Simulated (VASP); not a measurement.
# W (Im-3m) in VASP: notebook, part 2 of 2

VASP 6.6.1. The steps go on from the part before.

### 3 Single point, HSE06

This run uses another cell than the first one, of 16.56 Å³/atom.

Input file POSCAR:

```
W
1.0
   -1.6058576551      1.6058576551      1.6058576551
    1.6058576551     -1.6058576551      1.6058576551
    1.6058576551      1.6058576551     -1.6058576551
W
1
Direct
    0.0000000000      0.0000000000      0.0000000000
```

Input file INCAR.step1:

```
SYSTEM = W
PREC = Accurate
ENCUT = 520
EDIFF = 1E-5
ISMEAR = -1
SIGMA = 0.1
LREAL = .False.
LASPH = .True.
NELM = 80
ALGO = Normal
ISIF = 2
LWAVE = .True.
LCHARG = .False.
GGA = PE
NBANDS = 13
```

Input file INCAR.step2:

```
SYSTEM = W
PREC = Accurate
ENCUT = 520
EDIFF = 1E-6
ISMEAR = -1
SIGMA = 0.1
LREAL = .False.
LASPH = .True.
NELM = 80
ALGO = Normal
ISIF = 2
LWAVE = .False.
LCHARG = .False.
GGA = PE
LHFCALC = .True.
HFSCREEN = 0.2079
PRECFOCK = Normal
ISTART = 1
NBANDS = 13
```

Input file KPOINTS:

```
regular mesh
0
Gamma
  6 6 6
  0 0 0
```

Potentials or basis: VASP PAW PBE potentials, release 64 (W_sv).

Command:

```bash
$ cat potpaw_PBE.64/W_sv/POTCAR > POTCAR
$ cp INCAR.step1 INCAR
$ mpirun -np 1 vasp_std > vasp.out
$ cp INCAR.step2 INCAR
$ mpirun -np 1 vasp_std > vasp.out
```

OUTCAR:

```text
SYSTEM = W
   PREC = Accurate
   ENCUT = 520
   EDIFF = 1E-6
   ISMEAR = -1
   LREAL = .False.
   LASPH = .True.
   NELM = 80
   ISIF = 2
   GGA = PE
   LHFCALC = .True.
   HFSCREEN = 0.2079
   PRECFOCK = Normal
   ISTART = 1

 ion  position               nearest neighbor table
   1  0.000  0.000  0.000-

  LATTYP: Found a body centered cubic cell.
 ALAT       =     3.2117153102

  Lattice vectors:

 A1 = (  -1.6058576551,   1.6058576551,   1.6058576551)
 A2 = (   1.6058576551,  -1.6058576551,   1.6058576551)
 A3 = (   1.6058576551,   1.6058576551,  -1.6058576551)

Analysis of symmetry for initial positions (statically):
=====================================================================
 Subroutine PRICEL returns:
 Original cell was already a primitive cell.

 Routine SETGRP: Setting up the symmetry group for a
 body centered cubic supercell.

 Subroutine GETGRP returns: Found 48 space group operations
 (whereof 48 operations were pure point group operations)
 out of a pool of 48 trial point group operations.

The static configuration has the point symmetry O_h .

Analysis of symmetry for dynamics (positions and initial velocities):
=====================================================================
 Subroutine PRICEL returns:
 Original cell was already a primitive cell.

 Routine SETGRP: Setting up the symmetry group for a
 body centered cubic supercell.

 Subroutine GETGRP returns: Found 48 space group operations
 (whereof 48 operations were pure point group operations)
 out of a pool of 48 trial point group operations.

The dynamic configuration has the point symmetry O_h .

 Subroutine INISYM returns: Found 48 space group operations
 (whereof 48 operations are pure point group operations),
 and found     1 'primitive' translations

----------------------------------------------------------------------------------------

                                     Primitive cell

  volume of cell :      16.5646

  direct lattice vectors                    reciprocal lattice vectors
    -1.605857655  1.605857655  1.605857655     0.000000000  0.311360100  0.311360100
     1.605857655 -1.605857655  1.605857655     0.311360100  0.000000000  0.311360100
     1.605857655  1.605857655 -1.605857655     0.311360100  0.311360100  0.000000000

  length of vectors
     2.781427048  2.781427048  2.781427048     0.440329676  0.440329676  0.440329676

  position of ions in fractional coordinates (direct lattice)
     0.000000000  0.000000000  0.000000000

  ion indices of the primitive-cell ions
   primitive index   ion index
                 1           1

----------------------------------------------------------------------------------------

 KPOINTS: regular mesh

Automatic generation of k-mesh.
 Grid dimensions read from file:
 generate k-points for:    6    6    6

 Generating k-lattice:

  Cartesian coordinates                     Fractional coordinates (reciprocal lattice)
     0.000000000  0.051893350  0.051893350     0.166666667  0.000000000  0.000000000
     0.051893350  0.000000000  0.051893350     0.000000000  0.166666667  0.000000000
[... 35 lines left out ...]
   dimension x,y,z NGXF=    48 NGYF=   48 NGZF=   48
   ions per type =               1
   NGX,Y,Z   is equivalent  to a cutoff of  14.34, 14.34, 14.34 a.u.
   NGXF,Y,Z  is equivalent  to a cutoff of  28.69, 28.69, 28.69 a.u.
 SYSTEM =  W
   PREC   = accura    normal or accurate (medium, high low for compatibility)
   ISTART =      1    job   : 0-new  1-cont  2-samecut
   ICHARG =      0    charge: 1-file 2-atom 10-const
   ISPIN  =      1    spin polarized calculation?
   LNONCOLLINEAR =      F non collinear calculations
   LSORBIT =      F    spin-orbit coupling
   LASPH  =      T    aspherical Exc in radial PAW
   ENCUT  =  520.0 eV  38.22 Ry    6.18 a.u.   5.17  5.17  5.17*2*pi/ulx,y,z
   NELM   =     80;   NELMIN=  2; NELMDL=  0     # of ELM steps
   EDIFF  = 0.1E-05   stopping-criterion for ELM
   LREAL  =      F    real-space projection
   EDIFFG = 0.1E-04   stopping-criterion for IOM
   NSW    =      0    number of steps for IOM
   IBRION =     -1    ionic relax: 0-MD 1-quasi-New 2-CG
   NFREE  =      0    steps in history (QN), initial steepest desc. (CG)
   ISIF   =      2    stress and relaxation
   ISYM   =      3    0-nonsym 1-usesym 2-fastsym
   POTIM  = 0.5000    time-step for ionic-motion
   TEBEG  =    0.0;   TEEND  =   0.0 temperature during run
   PSTRESS=    0.0 pullay stress
   NELECT =      14.0000    total number of electrons
   NUPDOWN=      -1.0000    fix difference up-down
   EMIN   =  10.00;   EMAX   =-10.00  energy-range for DOS
   EFERMI =   0.00;   METHOD = LEGACY
   ISMEAR =    -1;   SIGMA  =   0.10  broadening in eV -4-tet -1-fermi 0-gaus
   EFERMI_NEDOS =   21; number of points for ismear=-14 and -15
   IALGO  =     38    algorithm
   IMIX   =      1    mixing-type and parameters
     AMIX     =   0.40;   BMIX     =  1.00
     AMIX_MAG =   1.60;   BMIX_MAG =  1.00
  volume/ion in A,a.u.               =      16.56       111.78
  Fermi-wavevector in a.u.,A,eV,Ry     =   1.547832  2.924978 32.596616  2.395784
  Thomas-Fermi vector in A             =   2.652869
   LORBIT       =      0    0 simple, 1 ext, 2 COOP (PROOUT), +10 PAW based schemes
   GGA     = PE    functional components
   LHFCALC =     T    Hartree Fock is set to
   PRECFOCK=normal    Normal, Fast or Accurate (Low or Medium for compatibility)
   ENCUT4O =  -1.0   cutoff for four orbital integrals eV
   NKREDX  =     1    reduce k-point grid by
   NKREDY  =     1    reduce k-point grid by
   NKREDZ  =     1    reduce k-point grid by
   AEXX    =    0.2500 exact exchange contribution
   HFSCREEN=    0.2079 screening length (either q_TF or 0.3 A-1)
   HFSCREENC=   0.2079 screening length for correlation (either q_TF or 0.3 A-1)
   ENCUTFOCK=  -1.0 apply spherical cutoff to Coloumb kernel
   IVDW    =     0    specifies the selected vdW correction
   LEPSILON=     F    determine dielectric tensor
   LRPA    =     F    only Hartree local field effects (RPA)
 non-spin polarized calculation
  energy-cutoff  :      520.00
  volume of cell :       16.56
 maximum number of plane-waves:       466
 NGX is ok and might be reduce to    24
  NGX = 16; NGY = 16; NGZ = 16

 number of electron      14.0000000 magnetization

 Free energy of the ion-electron system (eV)
  ---------------------------------------------------
  ext. energy  EPLUGINS =         0.00000000
  ---------------------------------------------------
  free energy    TOTEN  =       -15.02583820 eV

  energy without entropy =      -15.01314801  energy(sigma->0) =      -15.01949311

 E-fermi :  10.7960     XC(G=0): -10.9064

 val. band max:       10.6324200118   @ k =   0.1667   0.0000   0.0000
 cond. band min:      10.8600961144   @ k =   0.5000   0.0000   0.0000
 fundamental gap:      0.2276761026
 Fermi energy:        10.7959809318

 k-point     1 :       0.0000    0.0000    0.0000
  band No.  band energies     occupation
      1     -67.7088      2.00000
      2     -29.7729      2.00000
      3     -29.7729      2.00000
      4     -29.7729      2.00000
      5       0.0149      2.00000
      6       9.2026      2.00000
      7       9.2026      2.00000
      8       9.2026      2.00000
      9      13.5756      0.00000
     10      13.5756      0.00000
     11      25.9822      0.00000
     12      25.9822      0.00000
     13      25.9822      0.00000
[... 226 lines left out ...]
  band No.  band energies     occupation
      1     -67.4759      2.00000
      2     -30.6571      2.00000
      3     -30.6571      2.00000
      4     -30.6571      2.00000
      5       4.4975      2.00000
      6       4.4975      2.00000
      7      16.1971      0.00000
      8      16.1971      0.00000
      9      16.1971      0.00000
     10      19.2119      0.00000
     11      19.2119      0.00000
     12      19.2119      0.00000
     13      27.2769      0.00000

------------------------ aborting loop because EDIFF is reached ----------------------------------------

  FORCE on cell =-STRESS in cart. coord.  units (eV):
  Direction    XX          YY          ZZ          XY          YZ          ZX
  --------------------------------------------------------------------------------------
  -------------------------------------------------------------------------------------
  Total       -1.6690753     -1.6690753     -1.6690753      0.0000000      0.0000000     -0.0000000
  in kB     -161.4378548   -161.4378548   -161.4378548      0.0000000      0.0000000     -0.0000000
  external PRESSURE =    -161.4378548 kB  Pullay stress =       0.0000000 kB

 VOLUME and BASIS-vectors are now :
 -----------------------------------------------------------------------------
  energy-cutoff  :      520.00
  volume of cell :       16.56
      direct lattice vectors                 reciprocal lattice vectors
    -1.605857655  1.605857655  1.605857655     0.000000000  0.311360100  0.311360100
     1.605857655 -1.605857655  1.605857655     0.311360100  0.000000000  0.311360100
     1.605857655  1.605857655 -1.605857655     0.311360100  0.311360100  0.000000000

 POSITION                                       TOTAL-FORCE (eV/Angst)
 -----------------------------------------------------------------------------------
      0.00000      0.00000      0.00000        -0.000000     -0.000000     -0.000000
 -----------------------------------------------------------------------------------
    total drift:                               -0.000000     -0.000000     -0.000000

  FREE ENERGIE OF THE ION-ELECTRON SYSTEM (eV)
  ---------------------------------------------------
  free  energy   TOTEN  =       -15.0258381997 eV

  energy  without entropy=      -15.0131480123  energy(sigma->0) =      -15.01949311
```

OUTCAR.step1:

```text
SYSTEM = W
   PREC = Accurate
   ENCUT = 520
   EDIFF = 1E-5
   ISMEAR = -1
   LREAL = .False.
[... 461 lines left out ...]

 POSITION                                       TOTAL-FORCE (eV/Angst)
 -----------------------------------------------------------------------------------
      0.00000      0.00000      0.00000         0.000000     -0.000000      0.000000
 -----------------------------------------------------------------------------------
    total drift:                               -0.000000      0.000000      0.000000

  FREE ENERGIE OF THE ION-ELECTRON SYSTEM (eV)
  ---------------------------------------------------
  free  energy   TOTEN  =       -12.9954337286 eV

  energy  without entropy=      -12.9736869806  energy(sigma->0) =      -12.98456035
```

OSZICAR.step1:

```text
N       E                     dE             d eps       ncg     rms          rms(c)
DAV:   1     0.851334813284E+02    0.85133E+02   -0.75580E+03   416   0.123E+03
DAV:   2    -0.118057469729E+02   -0.96939E+02   -0.92431E+02   471   0.317E+02
DAV:   3    -0.136227656440E+02   -0.18170E+01   -0.18042E+01   451   0.410E+01
DAV:   4    -0.136306088021E+02   -0.78432E-02   -0.78426E-02   461   0.297E+00
DAV:   5    -0.136306697517E+02   -0.60950E-04   -0.60951E-04   456   0.254E-01    0.193E+01
DAV:   6    -0.131162739002E+02    0.51440E+00   -0.45053E-01   431   0.887E+00    0.741E+00
DAV:   7    -0.129990893877E+02    0.11718E+00   -0.20217E-01   451   0.562E+00    0.615E-01
DAV:   8    -0.129954164615E+02    0.36729E-02   -0.40535E-03   416   0.812E-01    0.729E-02
DAV:   9    -0.129954412885E+02   -0.24827E-04   -0.54300E-05   476   0.894E-02    0.531E-02
DAV:  10    -0.129954337286E+02    0.75599E-05   -0.12143E-05   311   0.491E-02
   1 F= -.12995434E+02 E0= -.12984560E+02  d E =-.217467E-01
```

Wall time 11 min (1 thread of Intel Xeon Platinum 8259CL at 2.50GHz (Skylake/Cascade Lake), shared host); peak memory 0.25 GiB.

What came out:

```
Free energy            : -15.0258 eV
Pressure               : -16.1 GPa
Band gap on the k mesh : zero (bands 7 and 8 overlap by 6.99 eV)
```

Caveat: the k points lie up to 0.46 Å⁻¹ apart, too coarse for converged energies and pressures of a metal; the PAW data sets were made with another functional, which shifts forces and pressure a little; spin-orbit coupling is left out, which moves the levels of the heavy elements.

The gap in the log of VASP goes by the Fermi energy; the results here count the filled bands.